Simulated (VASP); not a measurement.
# Ir (Immm) in VASP: notebook, part 2 of 2

VASP 6.6.1.

**4. Single point, PBE (strain +0.0075 x Voigt [0, 0, 0, 0, 0, 1])**

The input, INCAR:

```
ALGO = Fast ; EDIFF = 1E-7
ENCUT = 520 ; GGA = PE
ISIF = 2 ; ISMEAR = 0
LASPH = True ; LCHARG = True
LELF = True ; LREAL = False
LVHAR = True ; LWAVE = False
NBANDS = 10 ; NELM = 100
PREC = Accurate ; SIGMA = 0.15
```

The input, KPOINTS:

```
k-points
0
Gamma
  22 22 22
```

The input, POSCAR:

```
Ir
1.0
    0.0071988750      1.9197000000      1.9197000000
    1.9197000000      0.0071988750      1.9197000000
    1.9268988750      1.9268988750      0.0000000000
Ir
1
Direct
    0.0000000000      0.0000000000      0.0000000000
```

Potentials or basis: VASP PAW PBE potentials, release 64 (Ir).

Command:

```bash
$ cat potpaw_PBE.64/Ir/POTCAR > POTCAR
$ mpirun -np 1 vasp_std > vasp.out
```

OUTCAR:

```text
EDIFF = 1E-7
   ENCUT = 520
   GGA = PE
   ISIF = 2
   ISMEAR = 0
   LASPH = True
   LREAL = False
   NELM = 100
   PREC = Accurate

 ion  position               nearest neighbor table
   1  0.000  0.000  0.000-

  LATTYP: Found a body centered orthorhombic cell.
 ALAT       =     2.7046850290
 B/A-ratio  =     1.0075282309
 C/A-ratio  =     1.4195368255

  Lattice vectors:

 A1 = (   1.9197000000,   0.0071988750,  -1.9197000000)
 A2 = (  -1.9197000000,  -0.0071988750,  -1.9197000000)
 A3 = (   0.0071988750,   1.9197000000,   1.9197000000)

Analysis of symmetry for initial positions (statically):
=====================================================================
 Subroutine PRICEL returns:
 Original cell was already a primitive cell.

 Routine SETGRP: Setting up the symmetry group for a
 body centered orthorhombic supercell.

 Subroutine GETGRP returns: Found  8 space group operations
 (whereof  8 operations were pure point group operations)
 out of a pool of  8 trial point group operations.

The static configuration has the point symmetry D_2h.

Analysis of symmetry for dynamics (positions and initial velocities):
=====================================================================
 Subroutine PRICEL returns:
 Original cell was already a primitive cell.

 Routine SETGRP: Setting up the symmetry group for a
 body centered orthorhombic supercell.

 Subroutine GETGRP returns: Found  8 space group operations
 (whereof  8 operations were pure point group operations)
 out of a pool of  8 trial point group operations.

The dynamic configuration has the point symmetry D_2h.

 Subroutine INISYM returns: Found  8 space group operations
 (whereof  8 operations are pure point group operations),
 and found     1 'primitive' translations

----------------------------------------------------------------------------------------

                                     Primitive cell

  volume of cell :      14.1489

  direct lattice vectors                    reciprocal lattice vectors
     0.007198875  1.919700000  1.919700000    -0.261437755  0.261437755  0.260457363
     1.919700000  0.007198875  1.919700000     0.261437755 -0.261437755  0.260457363
     1.926898875  1.926898875  0.000000000     0.259484297  0.259484297 -0.260457363

  length of vectors
     2.714875320  2.714875320  2.725046522     0.452258153  0.452258153  0.450002488

  position of ions in fractional coordinates (direct lattice)
     0.000000000  0.000000000  0.000000000

  ion indices of the primitive-cell ions
   primitive index   ion index
                 1           1

----------------------------------------------------------------------------------------

 KPOINTS: k-points

Automatic generation of k-mesh.
 Grid dimensions read from file:
 generate k-points for:   22   22   22

 Generating k-lattice:

  Cartesian coordinates                     Fractional coordinates (reciprocal lattice)
    -0.011883534  0.011883534  0.011838971     0.045454545  0.000000000  0.000000000
     0.011883534 -0.011883534  0.011838971     0.000000000  0.045454545  0.000000000
     0.011794741  0.011794741 -0.011838971    -0.000000000 -0.000000000  0.045454545

  Length of vectors
     0.020557189  0.020557189  0.020454659

  Shift w.r.t. Gamma in fractional coordinates (k-lattice)
     0.000000000  0.000000000  0.000000000

 Subroutine IBZKPT returns following result:
 ===========================================

 Found   1530 irreducible k-points:

 Following reciprocal coordinates:
            Coordinates               Weight
  0.000000  0.000000  0.000000      1.000000
  0.045455  0.000000  0.000000      4.000000
  0.090909  0.000000  0.000000      4.000000
  0.136364  0.000000  0.000000      4.000000
  0.181818  0.000000  0.000000      4.000000
  0.227273  0.000000  0.000000      4.000000
[... 16 lines left out ...]
  0.500000  0.045455  0.000000      4.000000
 -0.454545  0.045455  0.000000      4.000000
 [... further k-points ...]
   k-points           NKPTS =   1530   k-points in BZ     NKDIM =   1530   number of bands    NBANDS=     10
   number of dos      NEDOS =    301   number of ions     NIONS =      1
   total plane-waves  NPLWV =   8000
   dimension x,y,z NGX =    20 NGY =   20 NGZ =   20
   dimension x,y,z NGXF=    40 NGYF=   40 NGZF=   40
   ions per type =               1
   NGX,Y,Z   is equivalent  to a cutoff of  12.25, 12.25, 12.20 a.u.
   NGXF,Y,Z  is equivalent  to a cutoff of  24.49, 24.49, 24.40 a.u.
 SYSTEM =  unknown system
   PREC   = accura    normal or accurate (medium, high low for compatibility)
   ISTART =      0    job   : 0-new  1-cont  2-samecut
   ICHARG =      2    charge: 1-file 2-atom 10-const
   ISPIN  =      1    spin polarized calculation?
   LNONCOLLINEAR =      F non collinear calculations
   LSORBIT =      F    spin-orbit coupling
   LASPH  =      T    aspherical Exc in radial PAW
   ENCUT  =  520.0 eV  38.22 Ry    6.18 a.u.   5.05  5.05  5.07*2*pi/ulx,y,z
   NELM   =    100;   NELMIN=  2; NELMDL= -5     # of ELM steps
   EDIFF  = 0.1E-06   stopping-criterion for ELM
   LREAL  =      F    real-space projection
   EDIFFG = 0.1E-05   stopping-criterion for IOM
   NSW    =      0    number of steps for IOM
   IBRION =     -1    ionic relax: 0-MD 1-quasi-New 2-CG
   NFREE  =      0    steps in history (QN), initial steepest desc. (CG)
   ISIF   =      2    stress and relaxation
   ISYM   =      2    0-nonsym 1-usesym 2-fastsym
   POTIM  = 0.5000    time-step for ionic-motion
   TEBEG  =    0.0;   TEEND  =   0.0 temperature during run
   PSTRESS=    0.0 pullay stress
   NELECT =       9.0000    total number of electrons
   NUPDOWN=      -1.0000    fix difference up-down
   EMIN   =  10.00;   EMAX   =-10.00  energy-range for DOS
   EFERMI =   0.00;   METHOD = LEGACY
   ISMEAR =     0;   SIGMA  =   0.15  broadening in eV -4-tet -1-fermi 0-gaus
   EFERMI_NEDOS =   21; number of points for ismear=-14 and -15
   IALGO  =     68    algorithm
   IMIX   =      4    mixing-type and parameters
     AMIX     =   0.40;   BMIX     =  1.00
     AMIX_MAG =   1.60;   BMIX_MAG =  1.00
  volume/ion in A,a.u.               =      14.15        95.48
  Fermi-wavevector in a.u.,A,eV,Ry     =   1.407930  2.660602 26.970371  1.982266
  Thomas-Fermi vector in A             =   2.530139
   LORBIT       =      0    0 simple, 1 ext, 2 COOP (PROOUT), +10 PAW based schemes
   GGA     = PE    functional components
   LHFCALC =     F    Hartree Fock is set to
   AEXX    =    0.0000 exact exchange contribution
   IVDW    =     0    specifies the selected vdW correction
   LEPSILON=     F    determine dielectric tensor
   LRPA    =     F    only Hartree local field effects (RPA)
 non-spin polarized calculation
 RMM-DIIS sequential band-by-band and
 Gauss-broadening in eV      SIGMA  =   0.15
  energy-cutoff  :      520.00
  volume of cell :       14.15
 maximum number of plane-waves:       390
   NGX = 11   NGY = 11   NGZ = 11

 number of electron       9.0000000 magnetization

 Free energy of the ion-electron system (eV)
  ---------------------------------------------------
  ext. energy  EPLUGINS =         0.00000000
  ---------------------------------------------------
  free energy    TOTEN  =        -8.84057272 eV

  energy without entropy =       -8.82821503  energy(sigma->0) =       -8.83439388

 E-fermi :  10.3765     XC(G=0): -13.9875

 val. band max:       10.3712339698   @ k =   0.4545   0.0000   0.3636
 cond. band min:      10.3765896074   @ k =  -0.0909   0.0455   0.2273
 fundamental gap:      0.0053556376
 Fermi energy:        10.3765395756

 k-point     1 :       0.0000    0.0000    0.0000
  band No.  band energies     occupation
      1      -0.7140      2.00000
      2       6.4613      2.00000
      3       6.5172      2.00000
      4       6.5777      2.00000
      5       9.2079      2.00000
      6       9.2084      2.00000
      7      24.7296      0.00000
      8      30.1948      0.00000
      9      30.3165      0.00000
     10      30.4377      0.00000
[... 287 lines left out ...]
 k-point    24 :      -0.4545    0.0455    0.0000
  band No.  band energies     occupation
      1       2.3952      2.00000
      2       6.4000      2.00000
      3       6.4270      2.00000
      4       9.1508      2.00000
      5      11.1479      0.00000
      6      11.7924      0.00000
      7      17.8996      0.00000
      8      24.4521      0.00000
      9      29.9576      0.00000
     10      30.2846      0.00000

 [... further k-points ...]

------------------------ aborting loop because EDIFF is reached ----------------------------------------

  FORCE on cell =-STRESS in cart. coord.  units (eV):
  Direction    XX          YY          ZZ          XY          YZ          ZX
  --------------------------------------------------------------------------------------
  -------------------------------------------------------------------------------------
  Total        0.8642721      0.8642721      0.8604674     -0.1855437      0.0000000      0.0000000
  in kB       97.8671841     97.8671841     97.4363567    -21.0103223      0.0000000      0.0000000
  external PRESSURE =      97.7235750 kB  Pullay stress =       0.0000000 kB

 VOLUME and BASIS-vectors are now :
 -----------------------------------------------------------------------------
  energy-cutoff  :      520.00
  volume of cell :       14.15
      direct lattice vectors                 reciprocal lattice vectors
     0.007198875  1.919700000  1.919700000    -0.261437755  0.261437755  0.260457363
     1.919700000  0.007198875  1.919700000     0.261437755 -0.261437755  0.260457363
     1.926898875  1.926898875  0.000000000     0.259484297  0.259484297 -0.260457363

 POSITION                                       TOTAL-FORCE (eV/Angst)
 -----------------------------------------------------------------------------------
      0.00000      0.00000      0.00000         0.000000      0.000000     -0.000000
 -----------------------------------------------------------------------------------
    total drift:                                0.000000      0.000000      0.000000

  FREE ENERGIE OF THE ION-ELECTRON SYSTEM (eV)
  ---------------------------------------------------
  free  energy   TOTEN  =        -8.8405727166 eV

  energy  without entropy=       -8.8282150347  energy(sigma->0) =       -8.83439388
```

OSZICAR:

```text
N       E                     dE             d eps       ncg     rms          rms(c)
DAV:   1     0.479030875966E+02    0.47903E+02   -0.43713E+03 30912   0.819E+02
DAV:   2    -0.850066106701E+01   -0.56404E+02   -0.53502E+02 31290   0.196E+02
DAV:   3    -0.938779020559E+01   -0.88713E+00   -0.88339E+00 35782   0.299E+01
DAV:   4    -0.939573022597E+01   -0.79400E-02   -0.79385E-02 34790   0.262E+00
DAV:   5    -0.939588587060E+01   -0.15564E-03   -0.15564E-03 34758   0.349E-01    0.153E+01
RMM:   6    -0.893147362772E+01    0.46441E+00   -0.37884E-01 31764   0.771E+00    0.614E+00
RMM:   7    -0.884478610169E+01    0.86688E-01   -0.17090E-01 32664   0.388E+00    0.154E+00
RMM:   8    -0.884453242722E+01    0.25367E-03   -0.18863E-02 37628   0.166E+00    0.130E+00
RMM:   9    -0.884252125168E+01    0.20112E-02   -0.39133E-03 39021   0.538E-01    0.594E-01
RMM:  10    -0.884050434877E+01    0.20169E-02   -0.35280E-03 32474   0.865E-01    0.235E-01
RMM:  11    -0.884058753535E+01   -0.83187E-04   -0.23961E-04 37172   0.146E-01    0.190E-01
RMM:  12    -0.884060333348E+01   -0.15798E-04   -0.66413E-05 39520   0.588E-02    0.215E-01
RMM:  13    -0.884057264276E+01    0.30691E-04   -0.72699E-05 34308   0.926E-02    0.590E-02
RMM:  14    -0.884057368404E+01   -0.10413E-05   -0.23780E-05 34672   0.430E-02    0.665E-03
RMM:  15    -0.884057338645E+01    0.29759E-06   -0.42793E-06 37667   0.201E-02    0.157E-02
RMM:  16    -0.884057319530E+01    0.19115E-06   -0.34678E-07 32948   0.547E-03    0.136E-02
RMM:  17    -0.884057274041E+01    0.45489E-06   -0.40390E-07 31218   0.832E-03    0.458E-03
RMM:  18    -0.884057271656E+01    0.23857E-07   -0.75582E-08 18157   0.257E-03
   1 F= -.88405727E+01 E0= -.88343939E+01  d E =-.123577E-01
```

It took 100 s on 1 thread of Intel Xeon 6975P-C (Granite Rapids), shared host; peak memory 0.33 GiB.

Results:

- Free energy: -8.8406 eV
- Pressure: 9.8 GPa
- Band gap on the k mesh: zero (an odd number of electrons rules out a gap without spin polarisation)

Caveat: the cell differs from its parent crystal (strain +0.0075 x Voigt [0, 0, 0, 0, 0, 1]); the cell stands under pressure; spin-orbit coupling is left out, which moves the levels of the heavy elements.

**5. Single point, PBE (strain +0.0025 x Voigt [0, 0, 0, 0, 0, 1])**

The input, INCAR:

```
SYSTEM = Ir
  PREC = Accurate
  ENCUT = 520
  EDIFF = 1E-6
  ISMEAR = 0
  SIGMA = 0.15
  LREAL = .FALSE.
  LASPH = .TRUE.
  NELM = 80
  ALGO = Fast
  ISIF = 2
  LWAVE = .FALSE.
  LCHARG = .TRUE.
  GGA = PE
  LELF = .TRUE.
  LVHAR = .TRUE.
  NBANDS = 10
```

The input, KPOINTS:

```
regular mesh
0
G
  22 22 22
  0 0 0
```

The input, POSCAR:

```
Ir
1.0
    0.0023996250      1.9197000000      1.9197000000
    1.9197000000      0.0023996250      1.9197000000
    1.9220996250      1.9220996250      0.0000000000
Ir
1
Direct
    0.0000000000      0.0000000000      0.0000000000
```

Command:

```bash
$ cat potpaw_PBE.64/Ir/POTCAR > POTCAR
$ mpirun -np 1 vasp_std > vasp.out
```

It took 87 s on 1 thread of Intel Xeon 6975P-C (Granite Rapids), shared host; peak memory 0.33 GiB.

It converged, with:

```
Free energy            : -8.8412 eV
Pressure               : 9.6 GPa
Band gap on the k mesh : zero (an odd number of electrons rules out a gap without spin polarisation)
```

Stress tensor (GPa, compression positive):
```
 9.63 -0.70  0.00
-0.70  9.63  0.00
 0.00  0.00  9.63
```

Levels at points of the mesh, in eV from the Fermi level:
| k point | band 1 | band 2 | band 3 | band 4 | band 5 | band 6 | band 7 | band 8 |
| --- | --- | --- | --- | --- | --- | --- | --- | --- |
| (0.00, 0.00, 0.00) | -11.09 | -3.88 | -3.86 | -3.84 | -1.17 | -1.17 | 14.35 | 19.90 |
| (0.50, 0.00, 0.00) | -8.07 | -3.98 | -3.95 | -0.72 | 0.92 | 0.94 | 7.31 | 13.88 |
| (0.50, 0.50, 0.00) | -7.88 | -7.31 | 0.89 | 1.50 | 1.50 | 1.73 | 10.54 | 11.69 |
| (0.00, 0.00, 0.50) | -8.07 | -3.98 | -3.94 | -0.75 | 0.91 | 0.93 | 7.27 | 13.91 |
| (0.50, 0.00, 0.50) | -7.88 | -7.31 | 0.89 | 1.50 | 1.50 | 1.73 | 10.54 | 11.74 |

Caveat: the cell differs from its parent crystal (strain +0.0025 x Voigt [0, 0, 0, 0, 0, 1]); the cell stands under pressure; spin-orbit coupling is left out, which moves the levels of the heavy elements.

**6. The runs side by side**

```csv
cell,further INCAR settings,gap on the mesh (eV),pressure (GPa)
"a = 2.715, b = 2.715, c = 2.739 Å, angles 59.7, 59.7, 59.4°, 1 atom",ALGO = Fast; EDIFF = 1e-06; NBANDS = 10,none,9.8
"a = 2.715, b = 2.715, c = 2.732 Å, angles 59.8, 59.8, 59.6°, 1 atom",ALGO = Fast; EDIFF = 1e-06; NBANDS = 10,none,9.7
"a = 2.715, b = 2.715, c = 2.725 Å, angles 59.9, 59.9, 59.8°, 1 atom",ALGO = Fast; EDIFF = 1e-07; NBANDS = 10,none,9.8
"a = 2.715, b = 2.715, c = 2.718 Å, angles 60.0°, 1 atom",ALGO = Fast; EDIFF = 1e-06; NBANDS = 10,none,9.6
```

Alike in all rows: task single point; level PBE; potentials or basis VASP PAW PBE potentials, release 64 (Ir); no spin polarisation; k mesh 22 × 22 × 22; cutoff (eV) 520; smearing gaussian 0.15 eV.

Caveats: the cell stands under pressure; spin-orbit coupling is left out, which moves the levels of the heavy elements.

Absolute energies hang on the potentials; compare differences alone.
